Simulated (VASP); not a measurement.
VRu:

```
V Ru
1.0
     2.99000    0.00000    0.00000
     0.00000    2.99000    0.00000
     0.00000    0.00000    2.99000
V Ru
1 1
Direct
  0.50000 0.50000 0.50000
  0.00000 0.00000 0.00000
```

Base run:

```yaml
Program: VASP 6.6.1
Functional: LDA
Potentials_or_basis: VASP PAW LDA potentials, release 64 (V_sv, Ru_pv)
Cutoff: 520 eV
k_mesh: 10 × 10 × 10
Occupations: fermi-dirac, width 0.05 eV
Spin: collinear spin, ferromagnetic start
Starting_moments: "[1.36, 0.28] μB"
Fixed_moment: 1.8 μB
```

Its results: pressure -4.7 GPa; site moments V +1.27; Ru +0.30 μB.

**Question.** The run is repeated on the same cell with these changes: fixed moment from 1.8 μB to 0.9 μB; moments at the start from [1.36, 0.28] to [0.84, 0.02]. What comes out?

**Answer.** Pressure -9.0 GPa; site moments V +0.78; Ru +0.03 μB.

Caveats: the total moment is fixed, so each spin has its own Fermi level.
